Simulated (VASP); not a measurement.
# Pb (P6_3/mmc) in VASP: notebook

Pb is run at these levels: PBE; tasks: single point.

Program: VASP 6.6.1. These are calculated values, not measurements. Logs are shortened: lines on timing, memory, paths and dates and some standing lists are left out, and cuts for length are marked.

### Step 1. The cell of the first run

Symmetry: P6_3/mmc, No. 194, hexagonal system. The conventional cell has a = 3.554 Å, b = 3.554 Å, c = 5.828 Å, α = 90.00°, β = 90.00°, γ = 120.00°. Pb (site symmetry -6m2) has 12 Pb at 3.55 to 3.56 Å within 4.7 Å.

This isn't the form of Pb at room conditions, which is fcc.

### Step 2. Single point, PBE

The input, INCAR:

```
SYSTEM = Pb
PREC     = Accurate       ! precision mode
ENCUT    = 520            ! plane-wave cutoff, eV
EDIFF    = 1E-6           ! SCF threshold, eV
ISMEAR   = -1             ! smearing method
SIGMA    = 0.1            ! smearing width, eV
LREAL    = .False.        ! projectors in reciprocal space
LASPH    = .True.         ! aspherical terms in the spheres
NELM     = 60             ! most SCF steps
ALGO     = Normal         ! electronic algorithm
ISIF     = 2              ! what is computed and relaxed
LWAVE    = .False.        ! write WAVECAR
LCHARG   = .True.         ! write CHGCAR
GGA      = PE             ! functional
LELF     = .True.         ! ELF
LVHAR    = .True.       
NBANDS   = 21             ! bands
```

The input, KPOINTS:

```
Automatic mesh
0
Gamma
  10 10 6
  0 0 0
```

The input, POSCAR:

```
Pb
1.0
    3.5541969963      0.0000000000      0.0000000000
   -1.7770984982      3.0780248888      0.0000000000
    0.0000000000      0.0000000000      5.8279283018
Pb
2
Direct
    0.3333333333      0.6666666667      0.2500000000
    0.6666666667      0.3333333333      0.7500000000
```

Potentials or basis: VASP PAW PBE potentials, release 64 (Pb_d).

On the command line:

```console
$ cat potpaw_PBE.64/Pb_d/POTCAR > POTCAR
$ mpirun -np 1 vasp_std > vasp.out
```

OUTCAR:

```text
SYSTEM = Pb
   PREC = Accurate
   ENCUT = 520
   EDIFF = 1E-6
   ISMEAR = -1
   LREAL = .False.
   LASPH = .True.
   NELM = 60
   ISIF = 2
   GGA = PE

 ion  position               nearest neighbor table
   1  0.333  0.667  0.250-   2 3.56   2 3.56   2 3.56   2 3.56   2 3.56   2 3.56
   2  0.667  0.333  0.750-   1 3.56   1 3.56   1 3.56   1 3.56   1 3.56   1 3.56

  LATTYP: Found a hexagonal cell.
 ALAT       =     3.5541969963
 C/A-ratio  =     1.6397313677

  Lattice vectors:

 A1 = (   3.5541969963,   0.0000000000,   0.0000000000)
 A2 = (  -1.7770984982,   3.0780248888,   0.0000000000)
 A3 = (   0.0000000000,   0.0000000000,   5.8279283018)

Analysis of symmetry for initial positions (statically):
=====================================================================
 Subroutine PRICEL returns:
 Original cell was already a primitive cell.

 Routine SETGRP: Setting up the symmetry group for a
 hexagonal supercell.

 Subroutine GETGRP returns: Found 24 space group operations
 (whereof 12 operations were pure point group operations)
 out of a pool of 24 trial point group operations.

The static configuration has the point symmetry D_3d.
 The point group associated with its full space group is D_6h.

Analysis of symmetry for dynamics (positions and initial velocities):
=====================================================================
 Subroutine PRICEL returns:
 Original cell was already a primitive cell.

 Routine SETGRP: Setting up the symmetry group for a
 hexagonal supercell.

 Subroutine GETGRP returns: Found 24 space group operations
 (whereof 12 operations were pure point group operations)
 out of a pool of 24 trial point group operations.

The dynamic configuration has the point symmetry D_3d.
 The point group associated with its full space group is D_6h.

 Subroutine INISYM returns: Found 24 space group operations
 (whereof 12 operations are pure point group operations),
 and found     1 'primitive' translations

----------------------------------------------------------------------------------------

                                     Primitive cell

  volume of cell :      63.7570

  direct lattice vectors                    reciprocal lattice vectors
     3.554196996  0.000000000  0.000000000     0.281357505  0.162441831  0.000000000
    -1.777098498  3.078024889  0.000000000     0.000000000  0.324883663  0.000000000
     0.000000000  0.000000000  5.827928302     0.000000000  0.000000000  0.171587560

  length of vectors
     3.554196996  3.554196996  5.827928302     0.324883663  0.324883663  0.171587560

  position of ions in fractional coordinates (direct lattice)
     0.333333333  0.666666667  0.250000000
     0.666666667  0.333333333  0.750000000

  ion indices of the primitive-cell ions
   primitive index   ion index
                 1           1
                 2           2

----------------------------------------------------------------------------------------

 KPOINTS: Automatic mesh

Automatic generation of k-mesh.
 Grid dimensions read from file:
 generate k-points for:   10   10    6

 Generating k-lattice:

  Cartesian coordinates                     Fractional coordinates (reciprocal lattice)
     0.028135751  0.016244183  0.000000000     0.100000000  0.000000000  0.000000000
     0.000000000  0.032488366  0.000000000     0.000000000  0.100000000  0.000000000
     0.000000000  0.000000000  0.028597927     0.000000000  0.000000000  0.166666667

  Length of vectors
     0.032488366  0.032488366  0.028597927

  Shift w.r.t. Gamma in fractional coordinates (k-lattice)
     0.000000000  0.000000000  0.000000000

 Subroutine IBZKPT returns following result:
 ===========================================

 Found     56 irreducible k-points:

 Following reciprocal coordinates:
            Coordinates               Weight
  0.000000  0.000000  0.000000      1.000000
  0.100000  0.000000  0.000000      6.000000
  0.200000  0.000000  0.000000      6.000000
  0.300000  0.000000  0.000000      6.000000
  0.400000 -0.000000  0.000000      6.000000
  0.500000  0.000000  0.000000      3.000000
[... 16 lines left out ...]
  0.300000  0.100000  0.166667     24.000000
  0.400000  0.100000  0.166667     24.000000
 [... further k-points ...]
   k-points           NKPTS =     56   k-points in BZ     NKDIM =     56   number of bands    NBANDS=     21
   number of dos      NEDOS =    301   number of ions     NIONS =      2
   total plane-waves  NPLWV =  37632
   dimension x,y,z NGX =    28 NGY =   28 NGZ =   48
   dimension x,y,z NGXF=    56 NGYF=   56 NGZF=   96
   ions per type =               2
   NGX,Y,Z   is equivalent  to a cutoff of  13.10, 13.10, 13.69 a.u.
   NGXF,Y,Z  is equivalent  to a cutoff of  26.19, 26.19, 27.38 a.u.
 SYSTEM =  Pb
   PREC   = accura    normal or accurate (medium, high low for compatibility)
   ISTART =      0    job   : 0-new  1-cont  2-samecut
   ICHARG =      2    charge: 1-file 2-atom 10-const
   ISPIN  =      1    spin polarized calculation?
   LNONCOLLINEAR =      F non collinear calculations
   LSORBIT =      F    spin-orbit coupling
   LASPH  =      T    aspherical Exc in radial PAW
   ENCUT  =  520.0 eV  38.22 Ry    6.18 a.u.   6.61  6.61 10.84*2*pi/ulx,y,z
   NELM   =     60;   NELMIN=  2; NELMDL= -5     # of ELM steps
   EDIFF  = 0.1E-05   stopping-criterion for ELM
   LREAL  =      F    real-space projection
   EDIFFG = 0.1E-04   stopping-criterion for IOM
   NSW    =      0    number of steps for IOM
   IBRION =     -1    ionic relax: 0-MD 1-quasi-New 2-CG
   NFREE  =      0    steps in history (QN), initial steepest desc. (CG)
   ISIF   =      2    stress and relaxation
   ISYM   =      2    0-nonsym 1-usesym 2-fastsym
   POTIM  = 0.5000    time-step for ionic-motion
   TEBEG  =    0.0;   TEEND  =   0.0 temperature during run
   PSTRESS=    0.0 pullay stress
   NELECT =      28.0000    total number of electrons
   NUPDOWN=      -1.0000    fix difference up-down
   EMIN   =  10.00;   EMAX   =-10.00  energy-range for DOS
   EFERMI =   0.00;   METHOD = LEGACY
   ISMEAR =    -1;   SIGMA  =   0.10  broadening in eV -4-tet -1-fermi 0-gaus
   EFERMI_NEDOS =   21; number of points for ismear=-14 and -15
   IALGO  =     38    algorithm
   IMIX   =      4    mixing-type and parameters
     AMIX     =   0.40;   BMIX     =  1.00
     AMIX_MAG =   1.60;   BMIX_MAG =  1.00
  volume/ion in A,a.u.               =      31.88       215.13
  Fermi-wavevector in a.u.,A,eV,Ry     =   1.244376  2.351529 21.068230  1.548471
  Thomas-Fermi vector in A             =   2.378645
   LORBIT       =      0    0 simple, 1 ext, 2 COOP (PROOUT), +10 PAW based schemes
   GGA     = PE    functional components
   LHFCALC =     F    Hartree Fock is set to
   AEXX    =    0.0000 exact exchange contribution
   IVDW    =     0    specifies the selected vdW correction
   LEPSILON=     F    determine dielectric tensor
   LRPA    =     F    only Hartree local field effects (RPA)
 non-spin polarized calculation
  energy-cutoff  :      520.00
  volume of cell :       63.76
 maximum number of plane-waves:      1761
 NGX is ok and might be reduce to    28
   NGX = 13   NGY = 13   NGZ = 21

 number of electron      28.0000000 magnetization

 Free energy of the ion-electron system (eV)
  ---------------------------------------------------
  ext. energy  EPLUGINS =         0.00000000
  ---------------------------------------------------
  free energy    TOTEN  =        -7.11488385 eV

  energy without entropy =       -7.06863823  energy(sigma->0) =       -7.09176104

 E-fermi :   6.7018     XC(G=0):  -9.9493

 val. band max:        6.6933415481   @ k =   0.2000   0.1000   0.5000
 cond. band min:       6.7054785417   @ k =   0.3000   0.0000   0.3333
 fundamental gap:      0.0121369936
 Fermi energy:         6.7018028978

 k-point     1 :       0.0000    0.0000    0.0000
  band No.  band energies     occupation
      1     -10.3346      2.00000
      2     -10.3183      2.00000
      3     -10.2926      2.00000
      4     -10.2926      2.00000
      5     -10.2755      2.00000
      6     -10.2755      2.00000
[... 13 lines left out ...]
     20      15.7124      0.00000
     21      18.1007      0.00000

 k-point     2 :       0.1000    0.0000    0.0000
  band No.  band energies     occupation
      1     -10.3344      2.00000
      2     -10.3158      2.00000
      3     -10.2825      2.00000
      4     -10.2723      2.00000
      5     -10.2692      2.00000
      6     -10.2557      2.00000
[... 13 lines left out ...]
     20      16.4169      0.00000
     21      17.2322      0.00000

 k-point     3 :       0.2000    0.0000    0.0000
  band No.  band energies     occupation
      1     -10.3624      2.00000
      2     -10.2924      2.00000
      3     -10.2770      2.00000
      4     -10.2699      2.00000
      5     -10.2588      2.00000
      6     -10.2217      2.00000
[... 13 lines left out ...]
     20      16.1406      0.00000
     21      17.1442      0.00000

 k-point     4 :       0.3000    0.0000    0.0000
  band No.  band energies     occupation
      1     -10.3971      2.00000
      2     -10.3071      2.00000
      3     -10.3020      2.00000
      4     -10.2793      2.00000
      5     -10.2394      2.00000
      6     -10.1738      2.00000
[... 13 lines left out ...]
     20      15.4700      0.00000
     21      16.7654      0.00000

 k-point     5 :       0.4000   -0.0000    0.0000
  band No.  band energies     occupation
      1     -10.4241      2.00000
      2     -10.3398      2.00000
      3     -10.3148      2.00000
      4     -10.2949      2.00000
      5     -10.2067      2.00000
      6     -10.1985      2.00000
[... 13 lines left out ...]
     20      15.0247      0.00000
     21      16.4951      0.00000
[... 382 lines left out ...]
     20      15.8728      0.00000
     21      16.6822      0.00000

 k-point    22 :       0.2000    0.1000    0.1667
  band No.  band energies     occupation
      1     -10.3572      2.00000
      2     -10.3112      2.00000
      3     -10.2995      2.00000
      4     -10.2699      2.00000
      5     -10.2503      2.00000
      6     -10.2056      2.00000
[... 13 lines left out ...]
     20      15.4292      0.00000
     21      16.0684      0.00000

 k-point    23 :       0.3000    0.1000    0.1667
  band No.  band energies     occupation
      1     -10.3855      2.00000
      2     -10.3359      2.00000
      3     -10.3011      2.00000
      4     -10.2831      2.00000
      5     -10.2301      2.00000
      6     -10.1942      2.00000
[... 13 lines left out ...]
     20      14.6217      0.00000
     21      16.4199      0.00000

 k-point    24 :       0.4000    0.1000    0.1667
  band No.  band energies     occupation
      1     -10.4019      2.00000
      2     -10.3589      2.00000
      3     -10.3038      2.00000
      4     -10.2892      2.00000
      5     -10.2378      2.00000
      6     -10.1742      2.00000
[... 13 lines left out ...]
     20      14.2479      0.00000
     21      17.1399      0.00000

 [... further k-points ...]

------------------------ aborting loop because EDIFF is reached ----------------------------------------

  FORCE on cell =-STRESS in cart. coord.  units (eV):
  Direction    XX          YY          ZZ          XY          YZ          ZX
  --------------------------------------------------------------------------------------
  -------------------------------------------------------------------------------------
  Total       -0.0248733     -0.0248733     -0.0101303      0.0000000      0.0000000     -0.0000000
  in kB       -0.6250517     -0.6250517     -0.2545683      0.0000000      0.0000000     -0.0000000
  external PRESSURE =      -0.5015573 kB  Pullay stress =       0.0000000 kB

 VOLUME and BASIS-vectors are now :
 -----------------------------------------------------------------------------
  energy-cutoff  :      520.00
  volume of cell :       63.76
      direct lattice vectors                 reciprocal lattice vectors
     3.554196996  0.000000000  0.000000000     0.281357505  0.162441831  0.000000000
    -1.777098498  3.078024889  0.000000000     0.000000000  0.324883663  0.000000000
     0.000000000  0.000000000  5.827928302     0.000000000  0.000000000  0.171587560

 POSITION                                       TOTAL-FORCE (eV/Angst)
 -----------------------------------------------------------------------------------
     -0.00000      2.05202      1.45698        -0.000000      0.000000      0.000000
      1.77710      1.02601      4.37095         0.000000      0.000000      0.000000
 -----------------------------------------------------------------------------------
    total drift:                               -0.000000      0.000000      0.000000

  FREE ENERGIE OF THE ION-ELECTRON SYSTEM (eV)
  ---------------------------------------------------
  free  energy   TOTEN  =        -7.1148838464 eV

  energy  without entropy=       -7.0686382259  energy(sigma->0) =       -7.09176104
```

It took 64 s on 1 thread of Intel Xeon 8259CL, shared host; peak memory 0.21 GiB.

Results:

```yaml
Free_energy: -7.1149 eV
Pressure: -0.1 GPa
Band_gap_on_the_k_mesh: zero (bands 14 and 15 overlap by 6.81 eV)
```

Caveat: spin-orbit coupling is left out, which moves the levels of the heavy elements.

### Step 3. Single point, PBE (28.05 Å³/atom)

This run uses another cell than the first one, of 28.05 Å³/atom.

The input, INCAR:

```
SYSTEM = Pb
ALGO     = Normal         ! electronic algorithm
EDIFF    = 1E-6           ! SCF threshold, eV
ENCUT    = 520            ! plane-wave cutoff, eV
GGA      = PE             ! functional
ISIF     = 2              ! what is computed and relaxed
ISMEAR   = -1             ! smearing method
LASPH    = .TRUE.         ! aspherical terms in the spheres
LCHARG   = .TRUE.         ! write CHGCAR
LELF     = .TRUE.         ! ELF
LREAL    = .FALSE.        ! projectors in reciprocal space
LVHAR    = .TRUE.       
LWAVE    = .FALSE.        ! write WAVECAR
NBANDS   = 21             ! bands
NELM     = 60             ! most SCF steps
PREC     = Accurate       ! precision mode
SIGMA    = 0.1            ! smearing width, eV
```

The input, KPOINTS:

```
k-points
0
G
  12 12 6
  0 0 0
```

The input, POSCAR:

```
Pb
1.0
    3.4059300128      0.0000000000      0.0000000000
   -1.7029650064      2.9496219146      0.0000000000
    0.0000000000      0.0000000000      5.5848102782
Pb
2
Direct
    0.3333333333      0.6666666667      0.2500000000
    0.6666666667      0.3333333333      0.7500000000
```

Potentials or basis: VASP PAW PBE potentials, release 64 (Pb_d).

On the command line:

```console
$ cat potpaw_PBE.64/Pb_d/POTCAR > POTCAR
$ mpirun -np 1 vasp_std > vasp.out
```

It took 1.7 min on 1 thread of Intel Xeon 8259CL, shared host; peak memory 0.22 GiB.

The run converged. Its results:

```
Free energy            : -6.9813 eV
Pressure               : 6.7 GPa
Band gap on the k mesh : zero (bands 14 and 15 overlap by 8.54 eV)
```

Stress tensor (GPa, compression positive):
```
6.61 0.00 0.00
0.00 6.61 0.00
0.00 0.00 6.77
```

Levels at points of the mesh, in eV from the Fermi level:
```tsv
k point	band 10	band 11	band 12	band 13	band 14	band 15	band 16	band 17	band 18	band 19
(0.00, 0.00, 0.00)	-16.82	-12.31	-8.24	-4.61	6.07	6.07	8.01	8.01	8.10	9.25
(0.50, 0.00, 0.00)	-16.78	-8.43	-7.17	-3.06	-1.64	-0.59	1.78	2.17	6.02	6.44
(0.00, 0.00, 0.50)	-16.89	-11.00	-11.00	0.83	0.83	6.99	6.99	6.99	6.99	9.44
(0.50, 0.00, 0.50)	-16.79	-7.54	-7.54	-4.03	-4.03	3.66	3.66	3.79	3.79	7.11
```

Caveat: the cell stands under pressure; spin-orbit coupling is left out, which moves the levels of the heavy elements.

The gap in the log of VASP goes by the Fermi energy; the results here count the filled bands.